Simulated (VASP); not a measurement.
Input of a VASP 6.6.1 run:

INCAR

```
ALGO = Normal ; EDIFF = 1E-8
ENCUT = 600 ; GGA = PE
GGA_COMPAT = False ; IBRION = 8
ISIF = 2 ; ISMEAR = 0
LASPH = True ; LCHARG = True
LEPSILON = True ; LREAL = False
LWAVE = False ; NBANDS = 19
NELM = 120 ; NSW = 1
PREC = Accurate ; SIGMA = 0.01
```

KPOINTS

```
k-points
0
Gamma
  6 6 6
```

File POSCAR:

```
BaF2
1.0
    0.0000000000      3.1049090439      3.1049090439
    3.1049090439      0.0000000000      3.1049090439
    3.1049090439      3.1049090439      0.0000000000
Ba F
1 2
Direct
    0.0000000000      0.0000000000      0.0000000000
    0.2500000000      0.2500000000      0.2500000000
    0.7500000000      0.7500000000      0.7500000000
```

Potentials or basis: VASP PAW PBE potentials, release 64 (Ba_sv, F).

Run with:

```sh
$ cat potpaw_PBE.64/Ba_sv/POTCAR potpaw_PBE.64/F/POTCAR > POTCAR
$ mpirun -np 1 vasp_std > vasp.out
```

**Question.** Estimate the electronic dielectric tensor (diagonal).

**Answer.** 2.35.

**Question.** Predict the Born charges (mean of the diagonal).

**Answer.** Ba +2.58; F -1.29 e.

**Question.** Estimate the highest phonon frequency at Γ, LO-TO splitting left out.

**Answer.** 250 cm⁻¹.

Phonon frequencies in cm⁻¹ (negative: imaginary):
| q point | frequencies |
| --- | --- |
| (0.000, 0.000, 0.000) | 0 0 0 188 188 188 250 250 250 |

Caveat: the cell stands under pressure or tension, which shifts response properties.
